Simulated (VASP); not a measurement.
A run of VASP 6.6.1 is set up as follows.

File INCAR:

```
SYSTEM = PbS
PREC = Accurate
ENCUT = 500
EDIFF = 1E-6
ISMEAR = 1
SIGMA = 0.132
LREAL = .False.
LASPH = .True.
NELM = 120
ALGO = Normal
ISIF = 2
LWAVE = .False.
LCHARG = .True.
GGA = PE
LELF = .True.
LVHAR = .True.
NBANDS = 17
GGA_COMPAT = .False.
```

KPOINTS

```
Automatic mesh
0
Gamma
  7 7 7
  0 0 0
```

Contents of POSCAR:

```
PbS
1.0
    0.0000000000      2.9650000000      2.9650000000
    2.9650000000      0.0000000000      2.9650000000
    2.9650000000      2.9650000000      0.0000000000
Pb S
1 1
Direct
    0.0000000000      0.0000000000      0.0000000000
    0.5000000000      0.5000000000      0.5000000000
```

Potentials or basis: VASP PAW PBE potentials, release 64 (Pb_d, S).

The run is started by

```sh
$ cat potpaw_PBE.64/Pb_d/POTCAR potpaw_PBE.64/S/POTCAR > POTCAR
$ mpirun -np 1 vasp_std > vasp.out
```

Problem. Predict the pressure.

Solution. 2.1 GPa.
